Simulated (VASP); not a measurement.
# TaS2 (P-3m1) in VASP: relaxation of shape and atoms at fixed volume with r2SCAN+rVV10

Aim: the relaxation of shape and atoms at fixed volume of TaS2 with r2SCAN+rVV10.

Program: VASP 6.6.1. These are calculated values, not measurements. Logs are shortened: lines on timing, memory, paths and dates and some standing lists are left out, and cuts for length are marked.

## Step 1: The cell of the first run

It takes space group P-3m1 (No. 164, trigonal). The conventional cell has a = 3.337 Å, b = 3.337 Å, c = 5.906 Å, α = 90.00°, β = 90.00°, γ = 120.00°. Ta (site symmetry -3m) has 6 S at 2.47 Å and 6 Ta at 3.34 Å within 3.4 Å. Within 3.5 Å of S (site symmetry 3m) lie 3 Ta at 2.47 Å and 9 S at 3.34 to 3.41 Å.

## Step 2: Relaxation of shape and atoms at fixed volume, r2SCAN+rVV10, collinear spin

Input file POSCAR:

```
TaS2
1.0
    3.3368432777      0.0000000000      0.0000000000
   -1.6684216388      2.8897910469      0.0000000000
    0.0000000000      0.0000000000      5.9063051333
Ta S
1 2
Direct
    0.0000000000      0.0000000000      0.0000000000
    0.3333333333      0.6666666667      0.2617897483
    0.6666666667      0.3333333333      0.7382102517
```

Input file INCAR.step1:

```
  PREC = Accurate
  ENCUT = 550
  ISMEAR = 0
  SIGMA = 0.05
  LREAL = False
  LASPH = True
  NELM = 200
  ISPIN = 2
  MAGMOM = 0.05 0 0
  LMAXMIX = 4
  GGA = PE
  ALGO = Normal
  EDIFF = 1E-5
  LWAVE = True
  LCHARG = False
  GGA_COMPAT = False
  IBRION = 2
  ISIF = 3
  EDIFFG = -0.005
  NELMIN = 4
  NSW = 100
```

Input file INCAR.step2:

```
  PREC = Accurate
  ENCUT = 550
  EDIFF = 1E-7
  ISMEAR = 0
  SIGMA = 0.05
  LREAL = False
  LASPH = True
  NELM = 200
  ALGO = Normal
  ISIF = 4
  LWAVE = False
  LCHARG = False
  ISPIN = 2
  MAGMOM = 0.05 0 0
  LORBIT = 11
  LMAXMIX = 4
  METAGGA = R2SCAN
  LMIXTAU = True
  LUSE_VDW = True
  IVDW_NL = 2
  BPARAM = 11.95
  CPARAM = 0.0093
  IBRION = 2
  NSW = 60
  EDIFFG = -0.02
  ISTART = 1
  GGA_COMPAT = False
  NELMIN = 4
```

Input file KPOINTS:

```
Automatic mesh
0
Gamma
  8 8 4
```

Potentials or basis: VASP PAW PBE potentials, release 64 (Ta_pv, S).

Command:

```sh
$ cat potpaw_PBE.64/Ta_pv/POTCAR potpaw_PBE.64/S/POTCAR > POTCAR
$ cp INCAR.step1 INCAR
$ mpirun -np 1 vasp_std > vasp.out
$ cp INCAR.step2 INCAR
$ mpirun -np 1 vasp_std > vasp.out
```

OUTCAR:

```text
PREC = Accurate
   ENCUT = 550
   EDIFF = 1E-7
   ISMEAR = 0
   LREAL = False
   LASPH = True
   NELM = 200
   ISIF = 4
   ISPIN = 2
   LORBIT = 11
   METAGGA = R2SCAN
   IVDW_NL = 2
   BPARAM = 11.95
   IBRION = 2
   NSW = 60
   EDIFFG = -0.02
   ISTART = 1
   NELMIN = 4

 ion  position               nearest neighbor table
   1  0.000  0.000  0.000-   2 2.47   3 2.47   2 2.47   3 2.47   3 2.47   2 2.47
   2  0.333  0.667  0.262-   1 2.47   1 2.47   1 2.47
   3  0.667  0.333  0.738-   1 2.47   1 2.47   1 2.47

  LATTYP: Found a hexagonal cell.
 ALAT       =     3.3368432777
 C/A-ratio  =     1.7700277303

  Lattice vectors:

 A1 = (   3.3368432777,   0.0000000000,   0.0000000000)
 A2 = (  -1.6684216388,   2.8897910469,   0.0000000000)
 A3 = (   0.0000000000,   0.0000000000,   5.9063051333)

Analysis of symmetry for initial positions (statically):
=====================================================================
 Subroutine PRICEL returns:
 Original cell was already a primitive cell.

 Routine SETGRP: Setting up the symmetry group for a
 hexagonal supercell.

 Subroutine GETGRP returns: Found 12 space group operations
 (whereof 12 operations were pure point group operations)
 out of a pool of 24 trial point group operations.

The static configuration has the point symmetry D_3d.

Analysis of symmetry for dynamics (positions and initial velocities):
=====================================================================
 Subroutine PRICEL returns:
 Original cell was already a primitive cell.

 Routine SETGRP: Setting up the symmetry group for a
 hexagonal supercell.

 Subroutine GETGRP returns: Found 12 space group operations
 (whereof 12 operations were pure point group operations)
 out of a pool of 24 trial point group operations.

The dynamic configuration has the point symmetry D_3d.

Analysis of structural, dynamic, and magnetic symmetry:
=====================================================================
 Subroutine PRICEL returns:
 Original cell was already a primitive cell.

 Routine SETGRP: Setting up the symmetry group for a
 hexagonal supercell.

 Subroutine GETGRP returns: Found 12 space group operations
 (whereof 12 operations were pure point group operations)
 out of a pool of 24 trial point group operations.

The overall configuration has the point symmetry D_3d.

 Subroutine INISYM returns: Found 12 space group operations
 (whereof 12 operations are pure point group operations),
 and found     1 'primitive' translations

----------------------------------------------------------------------------------------

                                     Primitive cell

  volume of cell :      56.9532

  direct lattice vectors                    reciprocal lattice vectors
     3.336843278  0.000000000  0.000000000     0.299684437  0.173022891  0.000000000
    -1.668421639  2.889791047  0.000000000     0.000000000  0.346045781  0.000000000
     0.000000000  0.000000000  5.906305133     0.000000000  0.000000000  0.169310589

  length of vectors
     3.336843278  3.336843278  5.906305133     0.346045781  0.346045781  0.169310589

  position of ions in fractional coordinates (direct lattice)
     0.000000000  0.000000000  0.000000000
     0.333333333  0.666666667  0.261789748
     0.666666667  0.333333333  0.738210252

  ion indices of the primitive-cell ions
   primitive index   ion index
                 1           1
                 2           2
                 3           3

----------------------------------------------------------------------------------------

 KPOINTS: Automatic mesh

Automatic generation of k-mesh.
 Grid dimensions read from file:
 generate k-points for:    8    8    4

 Generating k-lattice:

  Cartesian coordinates                     Fractional coordinates (reciprocal lattice)
     0.037460555  0.021627861  0.000000000     0.125000000 -0.000000000  0.000000000
     0.000000000  0.043255723  0.000000000     0.000000000  0.125000000  0.000000000
     0.000000000  0.000000000  0.042327647     0.000000000  0.000000000  0.250000000

  Length of vectors
     0.043255723  0.043255723  0.042327647

  Shift w.r.t. Gamma in fractional coordinates (k-lattice)
     0.000000000  0.000000000  0.000000000

 Subroutine IBZKPT returns following result:
 ===========================================

 Found     35 irreducible k-points:

 Following reciprocal coordinates:
            Coordinates               Weight
  0.000000  0.000000  0.000000      1.000000
  0.125000  0.000000  0.000000      6.000000
  0.250000  0.000000  0.000000      6.000000
  0.375000  0.000000  0.000000      6.000000
  0.500000  0.000000  0.000000      3.000000
  0.125000  0.125000  0.000000      6.000000
[... 16 lines left out ...]
 -0.125000  0.500000  0.250000     12.000000
  0.250000  0.250000  0.250000     12.000000
 [... further k-points ...]
   k-points           NKPTS =     35   k-points in BZ     NKDIM =     35   number of bands    NBANDS=     15
   number of dos      NEDOS =    301   number of ions     NIONS =      3
   total plane-waves  NPLWV =  37632
   dimension x,y,z NGX =    28 NGY =   28 NGZ =   48
   dimension x,y,z NGXF=    56 NGYF=   56 NGZF=   96
   ions per type =               1   2
   NGX,Y,Z   is equivalent  to a cutoff of  13.95, 13.95, 13.51 a.u.
   NGXF,Y,Z  is equivalent  to a cutoff of  27.90, 27.90, 27.02 a.u.
 SYSTEM =  unknown system
   PREC   = accura    normal or accurate (medium, high low for compatibility)
   ISTART =      1    job   : 0-new  1-cont  2-samecut
   ICHARG =      0    charge: 1-file 2-atom 10-const
   ISPIN  =      2    spin polarized calculation?
   LNONCOLLINEAR =      F non collinear calculations
   LSORBIT =      F    spin-orbit coupling
   LASPH  =      T    aspherical Exc in radial PAW
   ENCUT  =  550.0 eV  40.42 Ry    6.36 a.u.   6.38  6.38 11.29*2*pi/ulx,y,z
   NELM   =    200;   NELMIN=  4; NELMDL=  0     # of ELM steps
   EDIFF  = 0.1E-06   stopping-criterion for ELM
   LREAL  =      F    real-space projection
   EDIFFG = -.2E-01   stopping-criterion for IOM
   NSW    =     60    number of steps for IOM
   IBRION =      2    ionic relax: 0-MD 1-quasi-New 2-CG
   NFREE  =      1    steps in history (QN), initial steepest desc. (CG)
   ISIF   =      4    stress and relaxation
   ISYM   =      2    0-nonsym 1-usesym 2-fastsym
   POTIM  = 0.5000    time-step for ionic-motion
   TEBEG  =    0.0;   TEEND  =   0.0 temperature during run
   PSTRESS=    0.0 pullay stress
   NELECT =      23.0000    total number of electrons
   NUPDOWN=      -1.0000    fix difference up-down
   EMIN   =  10.00;   EMAX   =-10.00  energy-range for DOS
   EFERMI =   0.00;   METHOD = LEGACY
   ISMEAR =     0;   SIGMA  =   0.05  broadening in eV -4-tet -1-fermi 0-gaus
   EFERMI_NEDOS =   21; number of points for ismear=-14 and -15
   IALGO  =     38    algorithm
   IMIX   =      4    mixing-type and parameters
     AMIX     =   0.40;   BMIX     =  1.00
     AMIX_MAG =   1.60;   BMIX_MAG =  1.00
  volume/ion in A,a.u.               =      18.98       128.11
  Fermi-wavevector in a.u.,A,eV,Ry     =   1.210073  2.286705 19.922678  1.464276
  Thomas-Fermi vector in A             =   2.345630
   LORBIT       =     11    0 simple, 1 ext, 2 COOP (PROOUT), +10 PAW based schemes
   METAGGA = R2SCAN    functional components
   LHFCALC =     F    Hartree Fock is set to
   AEXX    =    0.0000 exact exchange contribution
   IVDW_NL    =     2    kernel type
   BPARAM     =11.9500
   IVDW    =     0    specifies the selected vdW correction
   LEPSILON=     F    determine dielectric tensor
   LRPA    =     F    only Hartree local field effects (RPA)
 conjugate gradient relaxation of ions
 spin polarized calculation
 Gauss-broadening in eV      SIGMA  =   0.05
  energy-cutoff  :      550.00
  volume of cell :       56.95
 maximum number of plane-waves:      1685
 NGX is ok and might be reduce to    28
   NGX = 13   NGY = 13   NGZ = 23

--------------------------------------- Ionic step        1  -------------------------------------------

 number of electron      22.9999999 magnetization      -0.0000001

 number of electron      22.9999999 magnetization       0.0000123

 Free energy of the ion-electron system (eV)
  ---------------------------------------------------
  ext. energy  EPLUGINS =         0.00000000
  ---------------------------------------------------
  free energy    TOTEN  =       -67.64262072 eV

  energy without entropy =      -67.63837485  energy(sigma->0) =      -67.64049779

------------------------ aborting loop because EDIFF is reached ----------------------------------------

  FORCE on cell =-STRESS in cart. coord.  units (eV):
  Direction    XX          YY          ZZ          XY          YZ          ZX
  --------------------------------------------------------------------------------------
  -------------------------------------------------------------------------------------
  Total        0.4821039      0.4821039     -0.3820746      0.0000000      0.0000000      0.0000000
  in kB       13.5622908     13.5622908    -10.7483212      0.0000000      0.0000000      0.0000000
  external PRESSURE =       5.4587534 kB  Pullay stress =       0.0000000 kB
[... 137 lines left out ...]
--------------------------------------- Ionic step        5  -------------------------------------------

 number of electron      22.9999998 magnetization      -0.0000831

 Free energy of the ion-electron system (eV)
  ---------------------------------------------------
  ext. energy  EPLUGINS =         0.00000000
  ---------------------------------------------------
  free energy    TOTEN  =       -67.64864087 eV

  energy without entropy =      -67.64440808  energy(sigma->0) =      -67.64652448

 E-fermi :   5.6788     XC(G=0): -11.2880

 val. band max:        5.6651748808   @ k =   0.2500   0.1250   0.5000
 cond. band min:       5.7012256373   @ k =   0.3750   0.1250   0.0000
 fundamental gap:      0.0360507566
 Fermi energy:         5.6787599093

 spin component 1

 k-point     1 :       0.0000    0.0000    0.0000
  band No.  band energies     occupation
      1     -31.0443      1.00000
      2     -31.0240      1.00000
      3     -31.0240      1.00000
      4     -10.1413      1.00000
      5      -8.0731      1.00000
      6      -1.7065      1.00000
      7       1.4109      1.00000
      8       1.4109      1.00000
      9       4.2626      1.00000
     10       4.7750      1.00000
     11       4.7750      1.00000
     12       5.7728      0.00390
     13       5.7942      0.00055
     14       5.7942      0.00055
[... 403 lines left out ...]
      4      -8.1959      1.00000
      5      -7.9917      1.00000
      6      -0.5609      1.00000
      7      -0.0773      1.00000
      8       1.0382      1.00000
      9       1.3310      1.00000
     10       1.6463      1.00000
     11       2.5426      1.00000
     12       6.3906      0.00000
     13       6.9721      0.00000
     14       8.5588      0.00000
     15       9.3694      0.00000

 [... further k-points ...]

 spin component 2

 k-point     1 :       0.0000    0.0000    0.0000
  band No.  band energies     occupation
      1     -31.0443      1.00000
      2     -31.0240      1.00000
      3     -31.0240      1.00000
      4     -10.1413      1.00000
      5      -8.0731      1.00000
      6      -1.7066      1.00000
      7       1.4108      1.00000
      8       1.4108      1.00000
      9       4.2625      1.00000
     10       4.7749      1.00000
     11       4.7749      1.00000
     12       5.7727      0.00393
     13       5.7941      0.00055
     14       5.7941      0.00055
[... 445 lines left out ...]
  FREE ENERGIE OF THE ION-ELECTRON SYSTEM (eV)
  ---------------------------------------------------
  free  energy   TOTEN  =       -67.6486408738 eV

  energy  without entropy=      -67.6444080835  energy(sigma->0) =      -67.64652448

 reached required accuracy - stopping structural energy minimisation

 total charge

# of ion       s       p       d       tot
------------------------------------------
    1        0.315   6.221   2.263   8.799
    2        1.344   2.406   0.000   3.751
    3        1.344   2.406   0.000   3.751
--------------------------------------------------
tot          3.004  11.034   2.263  16.300

 magnetization (x)

# of ion       s       p       d       tot
------------------------------------------
    1       -0.000  -0.000  -0.000  -0.000
    2       -0.000  -0.000   0.000  -0.000
    3       -0.000  -0.000   0.000  -0.000
--------------------------------------------------
tot         -0.000  -0.000  -0.000  -0.000
```

It took 35 min on 1 thread of Oxide Virtual Turin-like, shared host; peak memory 0.42 GiB.

What came out:

| Item | Value |
| --- | --- |
| Free energy | -67.6486 eV |
| Energy gained by relaxing | 2.0 meV/atom |
| Ionic steps | 5 |
| Pressure after relaxing | 1.0 GPa |
| Largest force after relaxing | 0.016 eV/Å |
| Net moment | 0.00 μB per cell |
| Valence electrons inside the program's atomic spheres | Ta 8.80; S 3.75 |

Forces on the atoms (eV/Å):
```
Ta   0.000  0.000  0.000
S    0.000  0.000 -0.016
S    0.000  0.000  0.016
```

Stress tensor (GPa, compression positive):
```
0.96 0.00 0.00
0.00 0.96 0.00
0.00 0.00 1.06
```

Step by step:
```tsv
step	energy change (eV)	largest force (eV/Å)	pressure (GPa)	volume (Å³)
1	0.0000	0.2187	0.55	56.95
2	-0.0057	0.0662	1.56	56.95
3	-0.0058	0.0398	1.46	56.95
4	-0.0060	0.0231	1.32	56.95
5	-0.0060	0.0163	1.00	56.95
```

Final structure:
```yaml
crystal:
  lattice:
    - [3.35727, 0.00000, 0.00000]
    - [-1.67863, 2.90748, 0.00000]
    - [0.00000, 0.00000, 5.83465]
  atoms:
    - { symbol: Ta, position: [0.00000, 0.00000, 0.00000] }
    - { symbol: S, position: [0.33333, 0.66667, 0.26113] }
    - { symbol: S, position: [0.66667, 0.33333, 0.73887] }
```

Caveat: the PAW data sets were made with another functional, which shifts forces and pressure a little; spin-orbit coupling is left out, which moves the levels of the heavy elements.
